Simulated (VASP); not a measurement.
Set up this calculation in VASP 6.6.1, as the native input.

| Property | Result |
| --- | --- |
| Task | single point |
| Functional | LDA |
| Potentials or basis | VASP PAW LDA potentials, release 64 (Ge_d) |
| Cutoff | 520 eV |
| k mesh | 8 × 8 × 4 |
| Occupations | fermi-dirac, width 0.05 eV |
| Spin | no spin polarisation |
| Dipole correction | no |
| Further INCAR settings | ALGO = Normal; EDIFF = 1e-06; NBANDS = 36 |

The structure of Ge lies in POSCAR:

```
Ge
1.0
    4.0501916895      0.0000000000      0.0000000000
   -2.0250958448      3.5075688934      0.0000000000
    0.0000000000      0.0000000000      6.6862218294
Ge
4
Direct
    0.3333333333      0.6666666667      0.9370987500
    0.6666666667      0.3333333333      0.4370987500
    0.3333333333      0.6666666667      0.5629012500
    0.6666666667      0.3333333333      0.0629012500
```

The input as run:

INCAR

```
PREC = Accurate
ENCUT = 520
EDIFF = 1E-6
ISMEAR = -1
SIGMA = 0.05
LREAL = False
LASPH = True
NELM = 80
ALGO = Normal
ISIF = 2
LWAVE = False
LCHARG = True
GGA = CA
LELF = True
LVHAR = True
NBANDS = 36
```

KPOINTS

```
regular mesh
0
Gamma
  8 8 4
```

Potentials or basis: VASP PAW LDA potentials, release 64 (Ge_d).

Run with:

```sh
$ cat potpaw_LDA.64/Ge_d/POTCAR > POTCAR
$ mpirun -np 1 vasp_std > vasp.out
```

It gave:

```json
{
 "Pressure": "-4.0 GPa",
 "Largest force": "0.019 eV/Å"
}
```

Wall time 82 s on 1 thread of Intel(R) Xeon(R) Platinum 8488C (Sapphire Rapids), on a shared host, peak memory 0.21 GiB.
